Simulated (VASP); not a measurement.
Here is a VASP 6.6.1 calculation.

The input POSCAR:

```
W
1.0
    0.0000000000      2.0300000000      2.0300000000
    2.0300000000      0.0000000000      2.0300000000
    2.0300000000      2.0300000000      0.0000000000
W
1
Direct
    0.0000000000      0.0000000000      0.0000000000
```

Contents of INCAR.step1:

```
SYSTEM = W
PREC = Accurate ; ENCUT = 520
ISMEAR = 0 ; SIGMA = 0.1
LREAL = .False. ; LASPH = .True.
NELM = 100 ; NBANDS = 13
GGA = PE ; ALGO = Normal
EDIFF = 1E-4 ; LWAVE = .True.
LCHARG = .False.
```

Contents of INCAR.step2:

```
SYSTEM = W
PREC = Accurate ; ENCUT = 520
EDIFF = 1E-6 ; ISMEAR = 0
SIGMA = 0.1 ; LREAL = .False.
LASPH = .True. ; NELM = 100
ALGO = Normal ; ISIF = 2
LWAVE = .False. ; LCHARG = .False.
METAGGA = R2SCAN ; LMIXTAU = .True.
NBANDS = 13 ; ISTART = 1
```

KPOINTS

```
regular mesh
0
Gamma
  12 12 12
  0 0 0
```

Potentials or basis: VASP PAW PBE potentials, release 64 (W_sv).

Launch:

```bash
$ cat potpaw_PBE.64/W_sv/POTCAR > POTCAR
$ cp INCAR.step1 INCAR
$ mpirun -np 1 vasp_std > vasp.out
$ cp INCAR.step2 INCAR
$ mpirun -np 1 vasp_std > vasp.out
```

(1) What does it give for the pressure?

(2) What does it give for the band gap on the k mesh?

## Answers

(1) -8.4 GPa.

(2) zero (band 7 reaches 12.98 eV, above the bottom of band 8 at 9.52 eV).

Caveat: the PAW data sets were made with another functional, which shifts forces and pressure a little; spin-orbit coupling is left out, which moves the levels of the heavy elements.
